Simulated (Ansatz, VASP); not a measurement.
## AlGa3Sb4: VASP beside Ansatz

```
Al Ga Sb
1.0
     6.21651   -0.00951    0.01401
    -0.00956    6.21445    0.00557
    -3.08938   -3.09693    6.20832
Al Ga Sb
1 3 4
Direct
  0.99954 0.00091 0.99987
  0.25083 0.74962 0.49982
  0.49939 0.50114 0.99981
  0.75038 0.24940 0.49942
  0.37571 0.37455 0.25018
  0.62425 0.12575 0.75045
  0.87535 0.87386 0.25039
  0.12455 0.62476 0.75006
```

Change from the starting cell: cell x1, atoms moved at random (sigma 0.1 Å) and cell strained at random (1.5 %), then relaxed without symmetry.

Alike in both runs: functional PBE; k mesh 4 × 4 × 4; occupations gaussian, width 0.2 eV; no spin polarisation.

Ansatz relaxed the structure, and its values are those at the end. VASP's run is a single point on that final structure, the one shown.

|  | VASP | Ansatz |
| --- | --- | --- |
| version | VASP 6.6.1 | Ansatz 0.2.0 |
| potentials or method | VASP PAW PBE potentials, release 64 (Al, Ga_d, Sb), cutoff 520 eV | scalar-relativistic, plane waves, PAW |
| valence electrons in the cell | 62 | 102 |

Ansatz gave:

```
gap on the k mesh at the Fermi level (eV) : none
pressure (GPa)                            : 0.0
rms of the force components (eV/Å)        : 0.008
```

Question: What did VASP give for the same quantities?

Answer: gap on the k mesh at the Fermi level (eV): none; pressure (GPa): 0.1; rms of the force components (eV/Å): 0.010.

A gap of «none» marks a metal or a gap that the smearing closes. VASP's potentials hold 62 valence electrons a cell and Ansatz's 102, so a difference there can come from the potentials and not from the codes.

Neither program's run includes spin-orbit coupling.
